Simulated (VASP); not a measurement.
Input of a VASP 6.6.1 run:

INCAR

```
  ALGO = Normal
  EDIFF = 1E-6
  ENCUT = 520
  ISIF = 2
  ISMEAR = 0
  LASPH = True
  LCHARG = False
  LREAL = False
  LWAVE = False
  NBANDS = 35
  NELM = 60
  PREC = Accurate
  SIGMA = 0.05
```

File KPOINTS:

```
k-points
0
Gamma
  6 6 8
```

Contents of POSCAR:

```
SnO2
1.0
    4.6665314825      0.0000000000      0.0000000000
    0.0000000000      4.6671047442      0.0000000000
    0.0000000000      0.0000000000      3.1527341536
Sn O
2 4
Direct
    0.5000000000      0.5000000000      0.5000000000
    0.0000000000      0.0000000000      0.0000000000
    0.3059833077      0.2802382207      0.0000000000
    0.8059833077      0.2197617793      0.5000000000
    0.1940166923      0.7802382207      0.5000000000
    0.6940166923      0.7197617793      0.0000000000
```

Potentials or basis: VASP PAW LDA potentials, release 64 (Sn_d, O).

Run with:

```sh
$ cat potpaw_LDA.64/Sn_d/POTCAR potpaw_LDA.64/O/POTCAR > POTCAR
$ mpirun -np 1 vasp_std > vasp.out
```

Problem. Predict the largest force.

Solution. 2.056 eV/Å.

Problem. What does it give for the pressure?

Solution. 8.8 GPa.

Problem. What does it give for the band gap on the k mesh?

Solution. 1.44 eV.

Forces in eV/Å, atoms in the order of the input:
```
Sn   0.000  0.000  0.000
Sn   0.000  0.000  0.000
O    1.434  1.473  0.000
O    1.434 -1.473  0.000
O   -1.434  1.473  0.000
O   -1.434 -1.473  0.000
```

Caveat: the cell differs from its parent crystal (atoms shifted along a free coordinate); the stress differs along the axes, from 5 to 13 GPa; spin-orbit coupling is left out, which moves the levels of the heavy elements; forces of over 1 eV/Å act on the atoms, so gaps and moduli don't describe the material at rest.
